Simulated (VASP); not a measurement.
Set up this calculation in VASP 6.6.1, as the native input.

```
Task                   : single point
Functional             : r2SCAN
Potentials or basis    : VASP PAW PBE potentials, release 64 (Al, N)
Cutoff                 : 520 eV
k mesh                 : 10 × 10 × 10
Occupations            : gaussian, width 0.05 eV
Spin                   : no spin polarisation
Dipole correction      : no
Further INCAR settings : ALGO = Normal; EDIFF = 1e-06; NBANDS = 11
```

The system is AlN.

```
Al N
1.0
     0.00000    2.00194    2.60252
     2.00194    0.00000    2.60252
     2.00194    2.00194    0.00000
Al N
1 1
Direct
  0.00000 0.00000 0.00000
  0.75000 0.75000 0.75000
```

This cell differs from its parent crystal: ratio of the length along z to the lengths across it x 1.3, volume and fractional coordinates fixed.

One way to write it, as run:

POSCAR

```
AlN
1.0
    0.0000000000      2.0019377642      2.6025190935
    2.0019377642      0.0000000000      2.6025190935
    2.0019377642      2.0019377642      0.0000000000
Al N
1 1
Direct
    0.0000000000      0.0000000000      0.0000000000
    0.7500000000      0.7500000000      0.7500000000
```

INCAR.step1

```
  PREC = Accurate
  ENCUT = 520
  ISMEAR = 0
  SIGMA = 0.05
  LREAL = False
  LASPH = True
  NELM = 60
  NBANDS = 11
  GGA = PE
  ALGO = Normal
  EDIFF = 1E-4
  LWAVE = True
  LCHARG = False
```

INCAR.step2

```
  PREC = Accurate
  ENCUT = 520
  EDIFF = 1E-6
  ISMEAR = 0
  SIGMA = 0.05
  LREAL = False
  LASPH = True
  NELM = 60
  ALGO = Normal
  ISIF = 2
  LWAVE = False
  LCHARG = False
  METAGGA = R2SCAN
  LMIXTAU = True
  NBANDS = 11
  ISTART = 1
```

KPOINTS

```
Automatic mesh
0
Gamma
  10 10 10
```

Potentials or basis: VASP PAW PBE potentials, release 64 (Al, N).

Command:

```sh
$ cat potpaw_PBE.64/Al/POTCAR potpaw_PBE.64/N/POTCAR > POTCAR
$ cp INCAR.step1 INCAR
$ mpirun -np 1 vasp_std > vasp.out
$ cp INCAR.step2 INCAR
$ mpirun -np 1 vasp_std > vasp.out
```

It gave:

The pressure is -4.0 GPa and the band gap on the k mesh is 2.77 eV (least direct gap 3.36 eV).

Caveat: the cell stands under tension; the PAW data sets were made with another functional, which shifts forces and pressure a little.

Wall time 43 s on 1 thread of Intel(R) Xeon(R) Platinum 8559C (Emerald Rapids) (shared host), peak memory 0.14 GiB.
